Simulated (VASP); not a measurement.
# PbSe (Fm-3m) in VASP: a series of runs, part 2 of 2

VASP 6.6.1. The steps go on from the part before.

## Step 3: Single point, PBEsol-based global hybrid with 25 % exact exchange

This run uses another cell than the first one, of 30.39 Å³/atom.

POSCAR reads:

```
PbSe
1.0
    0.0000000000      3.1206779849      3.1206779849
    3.1206779849      0.0000000000      3.1206779849
    3.1206779849      3.1206779849      0.0000000000
Pb Se
1 1
Direct
    0.0000000000      0.0000000000      0.0000000000
    0.5000000000      0.5000000000      0.5000000000
```

INCAR.step1 reads:

```
SYSTEM = PbSe
ALGO     = Normal         ! electronic algorithm
EDIFF    = 1E-5           ! SCF threshold, eV
ENCUT    = 520            ! plane-wave cutoff, eV
GGA      = PE             ! functional
ISIF     = 2              ! what is computed and relaxed
ISMEAR   = -1             ! smearing method
LASPH    = .TRUE.         ! aspherical terms in the spheres
LREAL    = .FALSE.        ! projectors in reciprocal space
LWAVE    = .TRUE.         ! write WAVECAR
NBANDS   = 17             ! bands
NELM     = 100            ! most SCF steps
PREC     = Accurate       ! precision mode
SIGMA    = 0.05           ! smearing width, eV
```

INCAR.step2 reads:

```
SYSTEM = PbSe
AEXX     = 0.25           ! exact-exchange fraction
ALGO     = Normal         ! electronic algorithm
EDIFF    = 1E-7           ! SCF threshold, eV
ENCUT    = 520            ! plane-wave cutoff, eV
GGA      = PS             ! functional
ISIF     = 2              ! what is computed and relaxed
ISMEAR   = -1             ! smearing method
ISTART   = 1            
LASPH    = .TRUE.         ! aspherical terms in the spheres
LCHARG   = .TRUE.         ! write CHGCAR
LELF     = .TRUE.         ! ELF
LHFCALC  = .TRUE.         ! exact exchange
LREAL    = .FALSE.        ! projectors in reciprocal space
LVHAR    = .TRUE.       
LWAVE    = .FALSE.        ! write WAVECAR
NBANDS   = 17             ! bands
NELM     = 100            ! most SCF steps
PREC     = Accurate       ! precision mode
PRECFOCK = Normal       
SIGMA    = 0.05           ! smearing width, eV
```

KPOINTS reads:

```
k-points
0
G
  4 4 4
  0 0 0
```

Potentials or basis: VASP PAW PBE potentials, release 64 (Pb_d, Se).

Launch:

```sh
$ cat potpaw_PBE.64/Pb_d/POTCAR potpaw_PBE.64/Se/POTCAR > POTCAR
$ cp INCAR.step1 INCAR
$ mpirun -np 1 vasp_std > vasp.out
$ cp INCAR.step2 INCAR
$ mpirun -np 1 vasp_std > vasp.out
```

OUTCAR:

```text
SYSTEM = PbSe
   AEXX = 0.25
   EDIFF = 1E-7
   ENCUT = 520
   GGA = PS
   ISIF = 2
   ISMEAR = -1
   ISTART = 1
   LASPH = .TRUE.
   LHFCALC = .TRUE.
   LREAL = .FALSE.
   NELM = 100
   PREC = Accurate
   PRECFOCK = Normal

 ion  position               nearest neighbor table
   1  0.000  0.000  0.000-   2 3.12   2 3.12   2 3.12   2 3.12   2 3.12   2 3.12
   2  0.500  0.500  0.500-   1 3.12   1 3.12   1 3.12   1 3.12   1 3.12   1 3.12

  LATTYP: Found a face centered cubic cell.
 ALAT       =     6.2413559698
[... 340 lines left out ...]

  FORCE on cell =-STRESS in cart. coord.  units (eV):
  Direction    XX          YY          ZZ          XY          YZ          ZX
  --------------------------------------------------------------------------------------
  -------------------------------------------------------------------------------------
  Total       -1.3630163     -1.3630163     -1.3630163     -0.0000000     -0.0000000      0.0000000
  in kB      -35.9281420    -35.9281420    -35.9281420     -0.0000000     -0.0000000      0.0000000
  external PRESSURE =     -35.9281420 kB  Pullay stress =       0.0000000 kB

 VOLUME and BASIS-vectors are now :
 -----------------------------------------------------------------------------
  energy-cutoff  :      520.00
  volume of cell :       60.78
      direct lattice vectors                 reciprocal lattice vectors
     0.000000000  3.120677985  3.120677985    -0.160221594  0.160221594  0.160221594
     3.120677985  0.000000000  3.120677985     0.160221594 -0.160221594  0.160221594
     3.120677985  3.120677985  0.000000000     0.160221594  0.160221594 -0.160221594

 POSITION                                       TOTAL-FORCE (eV/Angst)
 -----------------------------------------------------------------------------------
      0.00000      0.00000      0.00000        -0.000000      0.000000     -0.000000
      3.12068      3.12068      3.12068         0.000000     -0.000000      0.000000
 -----------------------------------------------------------------------------------
    total drift:                               -0.000000     -0.000000      0.000000

  FREE ENERGIE OF THE ION-ELECTRON SYSTEM (eV)
  ---------------------------------------------------
  free  energy   TOTEN  =       -11.2389508402 eV

  energy  without entropy=      -11.2389507764  energy(sigma->0) =      -11.23895081
```

OUTCAR.step1:

```text
SYSTEM = PbSe
   EDIFF = 1E-5
   ENCUT = 520
   GGA = PE
   ISIF = 2
   ISMEAR = -1
   LASPH = .TRUE.
[... 362 lines left out ...]
      0.00000      0.00000      0.00000        -0.000000     -0.000000     -0.000000
      3.12068      3.12068      3.12068         0.000000      0.000000      0.000000
 -----------------------------------------------------------------------------------
    total drift:                                0.000000      0.000000      0.000000

  FREE ENERGIE OF THE ION-ELECTRON SYSTEM (eV)
  ---------------------------------------------------
  free  energy   TOTEN  =        -8.1881265190 eV

  energy  without entropy=       -8.1874858406  energy(sigma->0) =       -8.18780618
```

OSZICAR.step1:

```text
N       E                     dE             d eps       ncg     rms          rms(c)
DAV:   1     0.160625048120E+03    0.16063E+03   -0.95528E+03   272   0.118E+03
DAV:   2     0.376413794822E+01   -0.15686E+03   -0.15082E+03   281   0.296E+02
DAV:   3    -0.821772367614E+01   -0.11982E+02   -0.11916E+02   337   0.896E+01
DAV:   4    -0.850926239772E+01   -0.29154E+00   -0.29142E+00   350   0.160E+01
DAV:   5    -0.851924722866E+01   -0.99848E-02   -0.99845E-02   390   0.288E+00    0.269E+00
DAV:   6    -0.818897343619E+01    0.33027E+00   -0.87628E-01   403   0.589E+00    0.145E+00
DAV:   7    -0.818507264689E+01    0.39008E-02   -0.12641E-01   333   0.165E+00    0.847E-01
DAV:   8    -0.818871106863E+01   -0.36384E-02   -0.15883E-02   348   0.130E+00    0.218E-01
DAV:   9    -0.818801415761E+01    0.69691E-03   -0.34658E-03   405   0.510E-01    0.638E-02
DAV:  10    -0.818811874143E+01   -0.10458E-03   -0.25904E-04   306   0.946E-02    0.206E-02
DAV:  11    -0.818812651901E+01   -0.77776E-05   -0.37741E-05   357   0.637E-02
   1 F= -.81881265E+01 E0= -.81878062E+01  d E =-.640678E-03
```

Run time: 34 min. Hardware: 1 thread of Intel Xeon 8259CL, shared host; peak memory 0.22 GiB.

What came out:

```yaml
Free_energy: -11.2390 eV
Pressure: -3.6 GPa
Band_gap_on_the_k_mesh: 1.50 eV
```

Levels at points of the mesh, in eV from the valence-band top:
| k point | band 7 | band 8 | band 9 | band 10 | band 11 | band 12 | band 13 | band 14 |
| --- | --- | --- | --- | --- | --- | --- | --- | --- |
| (0.00, 0.00, 0.00) | -6.79 | -1.89 | -1.89 | -1.89 | 6.08 | 6.08 | 6.08 | 8.00 |
| (0.50, 0.00, 0.00) | -9.33 | -1.48 | -1.48 | 0.00 | 1.50 | 2.99 | 2.99 | 9.91 |
| (0.50, 0.50, 0.00) | -7.86 | -5.14 | -3.30 | -3.30 | 5.07 | 6.98 | 6.98 | 7.42 |

Caveat: the k points lie up to 0.44 Å⁻¹ apart; the PAW data sets were made with another functional, which shifts forces and pressure a little; spin-orbit coupling is left out, which moves the levels of the heavy elements. A k mesh can miss the band edges.
